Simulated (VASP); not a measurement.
# PIr (rocksalt type) in VASP: a series of runs

The runs below take PIr (rocksalt type) through single point, with PBE, LDA.

Everything below comes from runs of VASP 6.6.1. Logs are shortened: lines on timing, memory, paths and dates and some standing lists are left out, and cuts for length are marked.

## 1. The cell of the first run

It takes space group Fm-3m (No. 225, cubic). Conventional cell: a = 4.930 Å, b = 4.930 Å, c = 4.930 Å, α = 90.00°, β = 90.00°, γ = 90.00°. Ir (site symmetry m-3m) has 6 P at 2.46 Å within 3.3 Å. Within 3.3 Å of P (site symmetry m-3m) lie 6 Ir at 2.46 Å.

## 2. Single point, PBE

Input file INCAR:

```
PREC = Accurate
ENCUT = 520
EDIFF = 1E-6
ISMEAR = -1
SIGMA = 0.05
LREAL = False
LASPH = True
NELM = 60
ALGO = Normal
ISIF = 2
LWAVE = False
LCHARG = True
GGA = PE
LELF = True
LVHAR = True
NBANDS = 14
```

Input file KPOINTS:

```
regular mesh
0
Gamma
  13 13 13
```

Input file POSCAR:

```
PIr
1.0
    0.0000000000      2.4648029302      2.4648029302
    2.4648029302      0.0000000000      2.4648029302
    2.4648029302      2.4648029302      0.0000000000
Ir P
1 1
Direct
    0.0000000000      0.0000000000      0.0000000000
    0.5000000000      0.5000000000      0.5000000000
```

Potentials or basis: VASP PAW PBE potentials, release 64 (Ir, P).

On the command line:

```console
> cat potpaw_PBE.64/Ir/POTCAR potpaw_PBE.64/P/POTCAR > POTCAR
> mpirun -np 1 vasp_std > vasp.out
```

OUTCAR:

```text
PREC = Accurate
   ENCUT = 520
   EDIFF = 1E-6
   ISMEAR = -1
   LREAL = False
   LASPH = True
   NELM = 60
   ISIF = 2
   GGA = PE

 ion  position               nearest neighbor table
   1  0.000  0.000  0.000-   2 2.46   2 2.46   2 2.46   2 2.46   2 2.46   2 2.46
   2  0.500  0.500  0.500-   1 2.46   1 2.46   1 2.46   1 2.46   1 2.46   1 2.46

  LATTYP: Found a face centered cubic cell.
 ALAT       =     4.9296058604

  Lattice vectors:

 A1 = (   0.0000000000,   2.4648029302,   2.4648029302)
 A2 = (   2.4648029302,   0.0000000000,   2.4648029302)
 A3 = (   2.4648029302,   2.4648029302,   0.0000000000)

Analysis of symmetry for initial positions (statically):
=====================================================================
 Subroutine PRICEL returns:
 Original cell was already a primitive cell.

 Routine SETGRP: Setting up the symmetry group for a
 face centered cubic supercell.

 Subroutine GETGRP returns: Found 48 space group operations
 (whereof 48 operations were pure point group operations)
 out of a pool of 48 trial point group operations.

The static configuration has the point symmetry O_h .

Analysis of symmetry for dynamics (positions and initial velocities):
=====================================================================
 Subroutine PRICEL returns:
 Original cell was already a primitive cell.

 Routine SETGRP: Setting up the symmetry group for a
 face centered cubic supercell.

 Subroutine GETGRP returns: Found 48 space group operations
 (whereof 48 operations were pure point group operations)
 out of a pool of 48 trial point group operations.

The dynamic configuration has the point symmetry O_h .

 Subroutine INISYM returns: Found 48 space group operations
 (whereof 48 operations are pure point group operations),
 and found     1 'primitive' translations

----------------------------------------------------------------------------------------

                                     Primitive cell

  volume of cell :      29.9486

  direct lattice vectors                    reciprocal lattice vectors
     0.000000000  2.464802930  2.464802930    -0.202855974  0.202855974  0.202855974
     2.464802930  0.000000000  2.464802930     0.202855974 -0.202855974  0.202855974
     2.464802930  2.464802930  0.000000000     0.202855974  0.202855974 -0.202855974

  length of vectors
     3.485757732  3.485757732  3.485757732     0.351356854  0.351356854  0.351356854

  position of ions in fractional coordinates (direct lattice)
[... 88 lines left out ...]
   TEBEG  =    0.0;   TEEND  =   0.0 temperature during run
   PSTRESS=    0.0 pullay stress
   NELECT =      14.0000    total number of electrons
   NUPDOWN=      -1.0000    fix difference up-down
   EMIN   =  10.00;   EMAX   =-10.00  energy-range for DOS
   EFERMI =   0.00;   METHOD = LEGACY
   ISMEAR =    -1;   SIGMA  =   0.05  broadening in eV -4-tet -1-fermi 0-gaus
   EFERMI_NEDOS =   21; number of points for ismear=-14 and -15
   IALGO  =     38    algorithm
   IMIX   =      4    mixing-type and parameters
     AMIX     =   0.40;   BMIX     =  1.00
     AMIX_MAG =   1.60;   BMIX_MAG =  1.00
  volume/ion in A,a.u.               =      14.97       101.05
  Fermi-wavevector in a.u.,A,eV,Ry     =   1.270551  2.400993 21.963870  1.614299
  Thomas-Fermi vector in A             =   2.403532
   LORBIT       =      0    0 simple, 1 ext, 2 COOP (PROOUT), +10 PAW based schemes
   GGA     = PE    functional components
   LHFCALC =     F    Hartree Fock is set to
   AEXX    =    0.0000 exact exchange contribution
   IVDW    =     0    specifies the selected vdW correction
   LEPSILON=     F    determine dielectric tensor
   LRPA    =     F    only Hartree local field effects (RPA)
 non-spin polarized calculation
  energy-cutoff  :      520.00
  volume of cell :       29.95
 maximum number of plane-waves:       869
 NGX is ok and might be reduce to    28
   NGX = 13   NGY = 13   NGZ = 13

 number of electron      14.0000002 magnetization

 Free energy of the ion-electron system (eV)
  ---------------------------------------------------
  ext. energy  EPLUGINS =         0.00000000
  ---------------------------------------------------
  free energy    TOTEN  =       -14.04145925 eV

  energy without entropy =      -14.02898286  energy(sigma->0) =      -14.03522105

 E-fermi :   8.9277     XC(G=0): -12.3403

 val. band max:        8.9245034206   @ k =   0.4615   0.3846   0.0769
 cond. band min:       8.9301750267   @ k =  -0.1538   0.1538   0.0000
 fundamental gap:      0.0056716062
 Fermi energy:         8.9276627679

 k-point     1 :       0.0000    0.0000    0.0000
  band No.  band energies     occupation
      1      -5.0741      2.00000
      2       5.8191      2.00000
      3       5.8191      2.00000
      4       5.8191      2.00000
      5       5.9364      2.00000
      6       5.9364      2.00000
      7       9.1704      0.01545
      8       9.1704      0.01545
      9       9.1704      0.01545
     10      15.0198      0.00000
     11      19.1526      0.00000
     12      21.6938      0.00000
     13      21.6938      0.00000
     14      21.6938      0.00000
[... 377 lines left out ...]
      1      -2.3684      2.00000
      2       1.7339      2.00000
      3       3.6286      2.00000
      4       3.9934      2.00000
      5       7.0495      2.00000
      6       7.7173      2.00000
      7       8.3985      1.99995
      8      11.9680      0.00000
      9      12.8049      0.00000
     10      14.8945      0.00000
     11      16.1686      0.00000
     12      18.2600      0.00000
     13      19.9367      0.00000
     14      23.4388      0.00000

 [... further k-points ...]

------------------------ aborting loop because EDIFF is reached ----------------------------------------

  FORCE on cell =-STRESS in cart. coord.  units (eV):
  Direction    XX          YY          ZZ          XY          YZ          ZX
  --------------------------------------------------------------------------------------
  -------------------------------------------------------------------------------------
  Total        0.0791924      0.0791924      0.0791924      0.0000000      0.0000000      0.0000000
  in kB        4.2365986      4.2365986      4.2365986      0.0000000      0.0000000      0.0000000
  external PRESSURE =       4.2365986 kB  Pullay stress =       0.0000000 kB

 VOLUME and BASIS-vectors are now :
 -----------------------------------------------------------------------------
  energy-cutoff  :      520.00
  volume of cell :       29.95
      direct lattice vectors                 reciprocal lattice vectors
     0.000000000  2.464802930  2.464802930    -0.202855974  0.202855974  0.202855974
     2.464802930  0.000000000  2.464802930     0.202855974 -0.202855974  0.202855974
     2.464802930  2.464802930  0.000000000     0.202855974  0.202855974 -0.202855974

 POSITION                                       TOTAL-FORCE (eV/Angst)
 -----------------------------------------------------------------------------------
      0.00000      0.00000      0.00000         0.000000      0.000000      0.000000
      2.46480      2.46480      2.46480         0.000000      0.000000      0.000000
 -----------------------------------------------------------------------------------
    total drift:                               -0.000000      0.000000      0.000000

  FREE ENERGIE OF THE ION-ELECTRON SYSTEM (eV)
  ---------------------------------------------------
  free  energy   TOTEN  =       -14.0414592494 eV

  energy  without entropy=      -14.0289828590  energy(sigma->0) =      -14.03522105
```

stdout:

```text
POSCAR found type information on POSCAR IrP
 POSCAR found :  2 types and       2 ions
 scaLAPACK will be used
 LDA part: xc-table for (Slater+PW92), standard interpolation
 POSCAR, INCAR and KPOINTS ok, starting setup
 FFT: planning ... GRIDC
 FFT: planning ... GRID_SOFT
 FFT: planning ... GRID
 WAVECAR not read
 entering main loop
```

Run time: 23 s. Hardware: 1 thread of AMD EPYC 9R45 (Zen 5), shared host; peak memory 0.15 GiB.

Results:

| Property | Result |
| --- | --- |
| Free energy | -14.0415 eV |
| Pressure | 0.4 GPa |
| Band gap on the k mesh | zero (bands 7 and 8 overlap by 1.43 eV) |

Levels at points of the mesh, in eV from the Fermi level:
| k point | band 5 | band 6 | band 7 | band 8 | band 9 | band 10 |
| --- | --- | --- | --- | --- | --- | --- |
| (0.00, 0.00, 0.00) | -2.99 | -2.99 | 0.24 | 0.24 | 0.24 | 6.09 |

Caveat: spin-orbit coupling is left out, which moves the levels of the heavy elements.

## 3. Single point, LDA

Input file INCAR:

```
PREC = Accurate ; ENCUT = 520
EDIFF = 1E-6 ; ISMEAR = -1
SIGMA = 0.05 ; LREAL = F
LASPH = T ; NELM = 100
ALGO = Normal ; ISIF = 2
LWAVE = F ; LCHARG = F
GGA = CA ; NBANDS = 14
```

KPOINTS is that of step 2.

POSCAR is that of step 2.

Potentials or basis: VASP PAW LDA potentials, release 64 (Ir, P).

On the command line:

```console
> cat potpaw_LDA.64/Ir/POTCAR potpaw_LDA.64/P/POTCAR > POTCAR
> mpirun -np 1 vasp_std > vasp.out
```

OUTCAR:

```text
PREC = Accurate
   ENCUT = 520
   EDIFF = 1E-6
   ISMEAR = -1
   LREAL = F
   LASPH = T
   NELM = 100
   ISIF = 2
   GGA = CA

 ion  position               nearest neighbor table
   1  0.000  0.000  0.000-   2 2.46   2 2.46   2 2.46   2 2.46   2 2.46   2 2.46
   2  0.500  0.500  0.500-   1 2.46   1 2.46   1 2.46   1 2.46   1 2.46   1 2.46

  LATTYP: Found a face centered cubic cell.
 ALAT       =     4.9296058604

  Lattice vectors:

 A1 = (   0.0000000000,   2.4648029302,   2.4648029302)
[... 593 lines left out ...]

------------------------ aborting loop because EDIFF is reached ----------------------------------------

  FORCE on cell =-STRESS in cart. coord.  units (eV):
  Direction    XX          YY          ZZ          XY          YZ          ZX
  --------------------------------------------------------------------------------------
  -------------------------------------------------------------------------------------
  Total       -1.6694392     -1.6694392     -1.6694392     -0.0000000      0.0000000      0.0000000
  in kB      -89.3109248    -89.3109248    -89.3109248     -0.0000000      0.0000000      0.0000000
  external PRESSURE =     -89.3109248 kB  Pullay stress =       0.0000000 kB

 VOLUME and BASIS-vectors are now :
 -----------------------------------------------------------------------------
  energy-cutoff  :      520.00
  volume of cell :       29.95
      direct lattice vectors                 reciprocal lattice vectors
     0.000000000  2.464802930  2.464802930    -0.202855974  0.202855974  0.202855974
     2.464802930  0.000000000  2.464802930     0.202855974 -0.202855974  0.202855974
     2.464802930  2.464802930  0.000000000     0.202855974  0.202855974 -0.202855974

 POSITION                                       TOTAL-FORCE (eV/Angst)
 -----------------------------------------------------------------------------------
      0.00000      0.00000      0.00000        -0.000000     -0.000000      0.000000
      2.46480      2.46480      2.46480         0.000000      0.000000     -0.000000
 -----------------------------------------------------------------------------------
    total drift:                               -0.000000      0.000000      0.000000

  FREE ENERGIE OF THE ION-ELECTRON SYSTEM (eV)
  ---------------------------------------------------
  free  energy   TOTEN  =       -16.2044482509 eV

  energy  without entropy=      -16.1922283502  energy(sigma->0) =      -16.19833830
```

OSZICAR:

```text
N       E                     dE             d eps       ncg     rms          rms(c)
DAV:   1     0.795335116846E+02    0.79534E+02   -0.62268E+03  2352   0.924E+02
DAV:   2    -0.128385923880E+02   -0.92372E+02   -0.80620E+02  2436   0.223E+02
DAV:   3    -0.166000247225E+02   -0.37614E+01   -0.36838E+01  3168   0.494E+01
DAV:   4    -0.166575567550E+02   -0.57532E-01   -0.57491E-01  2586   0.612E+00
DAV:   5    -0.166588362787E+02   -0.12795E-02   -0.12795E-02  3180   0.951E-01    0.151E+01
DAV:   6    -0.162811683972E+02    0.37767E+00   -0.19141E+00  3116   0.148E+01    0.613E+00
DAV:   7    -0.162211478983E+02    0.60020E-01   -0.23009E-01  3072   0.531E+00    0.417E+00
DAV:   8    -0.162049012878E+02    0.16247E-01   -0.36432E-02  2922   0.174E+00    0.422E-01
DAV:   9    -0.162047092114E+02    0.19208E-03   -0.82279E-04  2720   0.210E-01    0.354E-01
DAV:  10    -0.162044686218E+02    0.24059E-03   -0.53336E-04  2856   0.202E-01    0.552E-02
DAV:  11    -0.162044486613E+02    0.19960E-04   -0.98658E-05  3296   0.922E-02    0.212E-02
DAV:  12    -0.162044482509E+02    0.41046E-06   -0.43153E-06  2616   0.156E-02
   1 F= -.16204448E+02 E0= -.16198338E+02  d E =-.122199E-01
```

stdout:

```text
POSCAR found type information on POSCAR IrP
 POSCAR found :  2 types and       2 ions
 scaLAPACK will be used
 LDA part: xc-table for (Slater(with rela. corr.)+CA(PZ))
 , standard interpolation
 POSCAR, INCAR and KPOINTS ok, starting setup
 FFT: planning ... GRIDC
 FFT: planning ... GRID_SOFT
 FFT: planning ... GRID
 WAVECAR not read
 entering main loop
```

Run time: 21 s. Hardware: 1 thread of AMD EPYC 9R45 (Zen 5), shared host; peak memory 0.14 GiB.

What came out:

```yaml
Free_energy: -16.2044 eV
Pressure: -8.9 GPa
Band_gap_on_the_k_mesh: zero (bands 7 and 8 overlap by 1.44 eV)
```

Caveat: the cell stands under tension; spin-orbit coupling is left out, which moves the levels of the heavy elements.

## 4. Single point, PBE, non-collinear spin, zero start, spin-orbit coupling

Input file INCAR:

```
SYSTEM = PIr
PREC     = Accurate       ! precision mode
ENCUT    = 520            ! plane-wave cutoff, eV
EDIFF    = 1E-6           ! SCF threshold, eV
ISMEAR   = -1             ! smearing method
SIGMA    = 0.05           ! smearing width, eV
LREAL    = .FALSE.        ! projectors in reciprocal space
LASPH    = .TRUE.         ! aspherical terms in the spheres
NELM     = 150            ! most SCF steps
ALGO     = Normal         ! electronic algorithm
ISIF     = 2              ! what is computed and relaxed
LWAVE    = .FALSE.        ! write WAVECAR
LCHARG   = .FALSE.        ! write CHGCAR
MAGMOM   = 0 0 0 0 0 0    ! initial moments
LORBIT   = 11             ! projections on sites
LSORBIT  = .TRUE.         ! spin-orbit coupling
GGA_COMPAT= .FALSE.      
LORBMOM  = .TRUE.       
LMAXMIX  = 4              ! l up to which the mixer works
GGA      = PE             ! functional
NBANDS   = 26             ! bands
```

Input file KPOINTS:

```
Automatic mesh
0
G
  13 13 13
  0 0 0
```

POSCAR is that of step 3.

Potentials or basis: VASP PAW PBE potentials, release 64 (Ir, P).

On the command line:

```console
> cat potpaw_PBE.64/Ir/POTCAR potpaw_PBE.64/P/POTCAR > POTCAR
> mpirun -np 1 vasp_ncl > vasp.out
```

It took 1.8 min on 1 thread of AMD EPYC 9R45 (Zen 5), shared host; peak memory 0.27 GiB.

The run converged. Its results:

```
Free energy                                           : -14.4405 eV
Pressure                                              : 1.7 GPa
Net moment                                            : 0.00 μB per cell
Valence electrons inside the program's atomic spheres : Ir 8.40; P 2.40
```

Moments on the atoms (μB; x, y, z):
```
Ir  0.00 0.00 0.00
P   0.00 0.00 0.00
```

## 5. Single point, PBE

Input file INCAR:

```
SYSTEM = PIr
ALGO = Normal
EDIFF = 1E-6
ENCUT = 520
GGA = PE
ISIF = 2
ISMEAR = -1
LASPH = .TRUE.
LCHARG = .FALSE.
LREAL = .FALSE.
LWAVE = .FALSE.
NBANDS = 14
NELM = 100
PREC = Accurate
SIGMA = 0.05
```

Input file KPOINTS:

```
k-points
0
G
  13 13 13
  0 0 0
```

POSCAR is that of step 4.

On the command line:

```console
> cat potpaw_PBE.64/Ir/POTCAR potpaw_PBE.64/P/POTCAR > POTCAR
> mpirun -np 1 vasp_std > vasp.out
```

It took 15 s on 1 thread of Intel Xeon 6975P-C (Granite Rapids), shared host; peak memory 0.18 GiB.

It converged, with:

```yaml
Free_energy: -14.0415 eV
Pressure: 0.4 GPa
Band_gap_on_the_k_mesh: zero (bands 7 and 8 overlap by 1.43 eV)
```

Levels at points of the mesh, in eV from the Fermi level:
| k point | band 3 | band 4 | band 5 | band 6 | band 7 | band 8 | band 9 | band 10 | band 11 | band 12 |
| --- | --- | --- | --- | --- | --- | --- | --- | --- | --- | --- |
| (0.00, 0.00, 0.00) | -3.11 | -3.11 | -2.99 | -2.99 | 0.24 | 0.24 | 0.24 | 6.09 | 10.22 | 12.77 |

Caveat: spin-orbit coupling is left out, which moves the levels of the heavy elements.

(Continued in part 2 of 2.)
